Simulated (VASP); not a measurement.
# Pd (R-3m) in VASP: electric field gradients with r2SCAN

Aim: the electric field gradients of Pd with r2SCAN.

Everything below comes from runs of VASP 6.6.1. Logs are shortened: lines on timing, memory, paths and dates and some standing lists are left out, and cuts for length are marked.

## (1) The cell of the first run

It takes space group R-3m (No. 166, trigonal). The conventional cell has a = 3.788 Å, b = 3.788 Å, c = 9.278 Å, α = 90.00°, β = 90.00°, γ = 120.00°. Pd (site symmetry 3m) has 1 Pd at 1.48 Å within 2.0 Å.

## (2) Electric field gradients, r2SCAN (shortest bond scaled by 0.64)

The input, POSCAR:

```
Pd
1.0
    0.0000000000      2.6784289448      2.6784289448
    2.6784289448      0.0000000000      2.6784289448
    2.6784289448      2.6784289448      0.0000000000
Pd
2
Direct
   -0.2600000000     -0.0800000000     -0.0800000000
    0.2600000000      0.0800000000      0.0800000000
```

The input, INCAR.step1:

```
  PREC = Accurate
  ENCUT = 510
  ISMEAR = -1
  SIGMA = 0.05
  LREAL = F
  LASPH = T
  NELM = 120
  NBANDS = 25
  GGA = PE
  ALGO = Normal
  EDIFF = 1E-5
  LWAVE = T
  LCHARG = F
  GGA_COMPAT = F
```

The input, INCAR.step2:

```
  PREC = Accurate
  ENCUT = 510
  EDIFF = 1E-8
  ISMEAR = -1
  SIGMA = 0.05
  LREAL = F
  LASPH = T
  NELM = 120
  ALGO = Normal
  ISIF = 2
  LWAVE = F
  LCHARG = F
  METAGGA = R2SCAN
  LMIXTAU = T
  LEFG = T
  NBANDS = 25
  ISTART = 1
  GGA_COMPAT = F
```

The input, KPOINTS:

```
Automatic mesh
0
Gamma
  10 10 10
```

Potentials or basis: VASP PAW PBE potentials, release 64 (Pd_sv_GW).

On the command line:

```bash
> cat potpaw_PBE.64/Pd_sv_GW/POTCAR > POTCAR
> cp INCAR.step1 INCAR
> mpirun -np 1 vasp_std > vasp.out
> cp INCAR.step2 INCAR
> mpirun -np 1 vasp_std > vasp.out
```

OUTCAR:

```text
PREC = Accurate
   ENCUT = 510
   EDIFF = 1E-8
   ISMEAR = -1
   LREAL = F
   LASPH = T
   NELM = 120
   ISIF = 2
   METAGGA = R2SCAN
   ISTART = 1

 ion  position               nearest neighbor table
   1  0.740  0.920  0.920-   2 1.48
   2  0.260  0.080  0.080-   1 1.48

  LATTYP: Found a face centered cubic cell.
 ALAT       =     5.3568578896

  Lattice vectors:

 A1 = (   0.0000000000,   2.6784289448,   2.6784289448)
 A2 = (   2.6784289448,   0.0000000000,   2.6784289448)
 A3 = (   2.6784289448,   2.6784289448,   0.0000000000)

Analysis of symmetry for initial positions (statically):
=====================================================================
 Subroutine PRICEL returns:
 Original cell was already a primitive cell.

 Routine SETGRP: Setting up the symmetry group for a
 face centered cubic supercell.

 Subroutine GETGRP returns: Found 12 space group operations
 (whereof  4 operations were pure point group operations)
 out of a pool of 48 trial point group operations.

The static configuration has the point symmetry C_2h.
 The point group associated with its full space group is D_3d.

Analysis of symmetry for dynamics (positions and initial velocities):
=====================================================================
 Subroutine PRICEL returns:
 Original cell was already a primitive cell.

 Routine SETGRP: Setting up the symmetry group for a
 face centered cubic supercell.

 Subroutine GETGRP returns: Found 12 space group operations
 (whereof  4 operations were pure point group operations)
 out of a pool of 48 trial point group operations.

The dynamic configuration has the point symmetry C_2h.
 The point group associated with its full space group is D_3d.

 Subroutine INISYM returns: Found 12 space group operations
 (whereof  4 operations are pure point group operations),
 and found     1 'primitive' translations

----------------------------------------------------------------------------------------

                                     Primitive cell

  volume of cell :      38.4300

  direct lattice vectors                    reciprocal lattice vectors
     0.000000000  2.678428945  2.678428945    -0.186676597  0.186676597  0.186676597
     2.678428945  0.000000000  2.678428945     0.186676597 -0.186676597  0.186676597
     2.678428945  2.678428945  0.000000000     0.186676597  0.186676597 -0.186676597

  length of vectors
     3.787870540  3.787870540  3.787870540     0.323333350  0.323333350  0.323333350

  position of ions in fractional coordinates (direct lattice)
     0.740000000  0.920000000  0.920000000
     0.260000000  0.080000000  0.080000000

  ion indices of the primitive-cell ions
   primitive index   ion index
                 1           1
                 2           2

----------------------------------------------------------------------------------------

 KPOINTS: Automatic mesh

Automatic generation of k-mesh.
 Grid dimensions read from file:
 generate k-points for:   10   10   10

 Generating k-lattice:

  Cartesian coordinates                     Fractional coordinates (reciprocal lattice)
    -0.018667660  0.018667660  0.018667660     0.100000000  0.000000000  0.000000000
     0.018667660 -0.018667660  0.018667660     0.000000000  0.100000000  0.000000000
     0.018667660  0.018667660 -0.018667660     0.000000000  0.000000000  0.100000000

  Length of vectors
     0.032333335  0.032333335  0.032333335

  Shift w.r.t. Gamma in fractional coordinates (k-lattice)
     0.000000000  0.000000000  0.000000000

 Subroutine IBZKPT returns following result:
 ===========================================

 Found    116 irreducible k-points:

 Following reciprocal coordinates:
            Coordinates               Weight
  0.000000  0.000000  0.000000      1.000000
  0.100000  0.000000  0.000000      2.000000
  0.000000  0.100000  0.000000      6.000000
  0.200000  0.000000  0.000000      2.000000
  0.000000  0.200000  0.000000      6.000000
  0.300000  0.000000  0.000000      2.000000
[... 16 lines left out ...]
  0.000000  0.500000  0.100000     12.000000
  0.100000  0.000000  0.500000      6.000000
 [... further k-points ...]
   k-points           NKPTS =    116   k-points in BZ     NKDIM =    116   number of bands    NBANDS=     25
   number of dos      NEDOS =    301   number of ions     NIONS =      2
   total plane-waves  NPLWV =  21952
   dimension x,y,z NGX =    28 NGY =   28 NGZ =   28
   dimension x,y,z NGXF=    56 NGYF=   56 NGZF=   56
   ions per type =               2
   NGX,Y,Z   is equivalent  to a cutoff of  12.29, 12.29, 12.29 a.u.
   NGXF,Y,Z  is equivalent  to a cutoff of  24.58, 24.58, 24.58 a.u.
 SYSTEM =  unknown system
   PREC   = accura    normal or accurate (medium, high low for compatibility)
   ISTART =      1    job   : 0-new  1-cont  2-samecut
   ICHARG =      0    charge: 1-file 2-atom 10-const
   ISPIN  =      1    spin polarized calculation?
   LNONCOLLINEAR =      F non collinear calculations
   LSORBIT =      F    spin-orbit coupling
   LASPH  =      T    aspherical Exc in radial PAW
   ENCUT  =  510.0 eV  37.48 Ry    6.12 a.u.   6.97  6.97  6.97*2*pi/ulx,y,z
   NELM   =    120;   NELMIN=  2; NELMDL=  0     # of ELM steps
   EDIFF  = 0.1E-07   stopping-criterion for ELM
   LREAL  =      F    real-space projection
   EDIFFG = 0.1E-06   stopping-criterion for IOM
   NSW    =      0    number of steps for IOM
   IBRION =     -1    ionic relax: 0-MD 1-quasi-New 2-CG
   NFREE  =      0    steps in history (QN), initial steepest desc. (CG)
   ISIF   =      2    stress and relaxation
   ISYM   =      2    0-nonsym 1-usesym 2-fastsym
   POTIM  = 0.5000    time-step for ionic-motion
   TEBEG  =    0.0;   TEEND  =   0.0 temperature during run
   PSTRESS=    0.0 pullay stress
   NELECT =      36.0000    total number of electrons
   NUPDOWN=      -1.0000    fix difference up-down
   EMIN   =  10.00;   EMAX   =-10.00  energy-range for DOS
   EFERMI =   0.00;   METHOD = LEGACY
   ISMEAR =    -1;   SIGMA  =   0.05  broadening in eV -4-tet -1-fermi 0-gaus
   EFERMI_NEDOS =   21; number of points for ismear=-14 and -15
   IALGO  =     38    algorithm
   IMIX   =      4    mixing-type and parameters
     AMIX     =   0.40;   BMIX     =  1.00
     AMIX_MAG =   1.60;   BMIX_MAG =  1.00
  volume/ion in A,a.u.               =      19.21       129.67
  Fermi-wavevector in a.u.,A,eV,Ry     =   1.601839  3.027037 34.911029  2.565888
  Thomas-Fermi vector in A             =   2.698754
   LORBIT       =      0    0 simple, 1 ext, 2 COOP (PROOUT), +10 PAW based schemes
   METAGGA = R2SCAN    functional components
   LHFCALC =     F    Hartree Fock is set to
   AEXX    =    0.0000 exact exchange contribution
   IVDW    =     0    specifies the selected vdW correction
   LEPSILON=     F    determine dielectric tensor
   LRPA    =     F    only Hartree local field effects (RPA)
 non-spin polarized calculation
  energy-cutoff  :      510.00
  volume of cell :       38.43
 maximum number of plane-waves:      1018
   NGX = 13   NGY = 13   NGZ = 13

 number of electron      36.0000028 magnetization

 Free energy of the ion-electron system (eV)
  ---------------------------------------------------
  ext. energy  EPLUGINS =         0.00000000
  ---------------------------------------------------
  free energy    TOTEN  =       -14.99936038 eV

  energy without entropy =      -14.98324523  energy(sigma->0) =      -14.99130281

 E-fermi :   7.3531     XC(G=0): -12.2677

 val. band max:        7.3406110008   @ k =  -0.4000   0.1000   0.0000
 cond. band min:       7.3625696093   @ k =   0.2000   0.1000  -0.2000
 fundamental gap:      0.0219586086
 Fermi energy:         7.3530854579

 k-point     1 :       0.0000    0.0000    0.0000
  band No.  band energies     occupation
      1     -87.7904      2.00000
      2     -82.0214      2.00000
      3     -57.0920      2.00000
      4     -49.8086      2.00000
      5     -49.8086      2.00000
      6     -47.0091      2.00000
[... 17 lines left out ...]
     24      20.6938      0.00000
     25      20.9790      0.00000

 k-point     2 :       0.1000    0.0000    0.0000
  band No.  band energies     occupation
      1     -87.7887      2.00000
      2     -82.0251      2.00000
      3     -57.0831      2.00000
      4     -49.8163      2.00000
      5     -49.8163      2.00000
      6     -46.9995      2.00000
[... 17 lines left out ...]
     24      21.2093      0.00000
     25      21.2660      0.00000
[... 586 lines left out ...]
     24      20.0879      0.00000
     25      20.5537      0.00000

 k-point    24 :       0.1000    0.0000    0.5000
  band No.  band energies     occupation
      1     -87.7838      2.00000
      2     -82.0349      2.00000
      3     -57.0557      2.00000
      4     -49.8716      2.00000
      5     -49.8107      2.00000
      6     -47.0111      2.00000
[... 17 lines left out ...]
     24      19.1028      0.00000
     25      20.4762      0.00000

 [... further k-points ...]
[... 5 lines left out ...]
  --------------------------------------------------------------------------------------
  -------------------------------------------------------------------------------------
  Total       56.2689350     56.2689350     56.2689350    -58.2511020     58.2511020    -58.2511020
  in kB     2345.8967478   2345.8967478   2345.8967478  -2428.5348709   2428.5348709  -2428.5348709
  external PRESSURE =    2345.8967478 kB  Pullay stress =       0.0000000 kB

 VOLUME and BASIS-vectors are now :
 -----------------------------------------------------------------------------
  energy-cutoff  :      510.00
  volume of cell :       38.43
      direct lattice vectors                 reciprocal lattice vectors
     0.000000000  2.678428945  2.678428945    -0.186676597  0.186676597  0.186676597
     2.678428945  0.000000000  2.678428945     0.186676597 -0.186676597  0.186676597
     2.678428945  2.678428945  0.000000000     0.186676597  0.186676597 -0.186676597

 POSITION                                       TOTAL-FORCE (eV/Angst)
 -----------------------------------------------------------------------------------
      4.92831      4.44619      4.44619       -67.621437     67.621437     67.621437
      0.42855      0.91067      0.91067        67.621437    -67.621437    -67.621437
 -----------------------------------------------------------------------------------
    total drift:                               -0.000000     -0.000000      0.000000

  FREE ENERGIE OF THE ION-ELECTRON SYSTEM (eV)
  ---------------------------------------------------
  free  energy   TOTEN  =       -14.9993603835 eV

  energy  without entropy=      -14.9832452269  energy(sigma->0) =      -14.99130281

 Electric field gradients (V/A^2)
---------------------------------------------------------------------
 ion       V_xx      V_yy      V_zz      V_xy      V_xz      V_yz
---------------------------------------------------------------------
   1      -0.000     0.000     0.000  -263.958  -263.958   263.957
   2      -0.000     0.000     0.000  -263.958  -263.958   263.957
---------------------------------------------------------------------

 Electric field gradients after diagonalization (V/A^2)
 (convention: |V_zz| > |V_xx| > |V_yy|)
----------------------------------------------------------------------
 ion       V_xx      V_yy      V_zz     asymmetry (V_yy - V_xx)/ V_zz
----------------------------------------------------------------------
   1    -263.959  -263.957   527.916       0.000
   2    -263.959  -263.957   527.916       0.000
----------------------------------------------------------------------

           NMR quadrupolar parameters

 Cq : quadrupolar parameter    Cq=e*Q*V_zz/h
 eta: asymmetry parameters     (V_yy - V_xx)/ V_zz
 Q  : nuclear electric quadrupole moment in mb (millibarn)
----------------------------------------------------------------------
 ion       Cq(MHz)       eta       Q (mb)
----------------------------------------------------------------------
   1       1.276       0.000       1.000
   2       1.276       0.000       1.000
----------------------------------------------------------------------
```

It took 5.8 min on 1 thread of Intel Xeon Platinum 8488C (Sapphire Rapids), shared host; peak memory 0.25 GiB.

What came out:

```yaml
Free_energy: -14.9994 eV
Pressure: 234.6 GPa
Largest_force: 117.124 eV/Å
Band_gap_on_the_k_mesh: zero (bands 18 and 19 overlap by 1.87 eV)
Largest_electric_field_gradient_by_atom: Pd +527.9 V/Å²
```

Forces in eV/Å, atoms in the order of the input:
```
Pd  -67.621  67.621  67.621
Pd   67.621 -67.621 -67.621
```

Levels at points of the mesh, in eV from the Fermi level:
```csv
k point,band 16,band 17,band 18,band 19,band 20,band 21
"(0.00, 0.00, 0.00)",-4.12,-1.74,-1.74,-1.21,8.78,10.46
"(0.50, 0.00, 0.00)",-3.89,-0.68,0.23,0.23,2.82,7.81
"(0.00, 0.50, 0.00)",-3.19,-2.53,-2.49,0.19,0.97,8.64
"(0.50, 0.50, 0.00)",-3.62,-1.03,0.54,0.62,2.06,3.57
```

Electric field gradients, principal values (V/Å²):
| atom | least | middle | greatest (by size) |
| --- | --- | --- | --- |
| 1 Pd | -263.957 | -263.959 | 527.916 |
| 2 Pd | -263.957 | -263.959 | 527.916 |

Caveat: the cell differs from its parent crystal (shortest bond scaled by 0.64); atoms lie so close that the PAW spheres overlap strongly, which falsifies energies and pressures; the cell stands under pressure; without QUAD_EFG the Cq values of the log hold for a quadrupole moment of 1 mb, not for the nuclei; the PAW data sets were made with another functional, which shifts forces and pressure a little.

The gap in the log of VASP goes by the Fermi energy; the results here count the filled bands.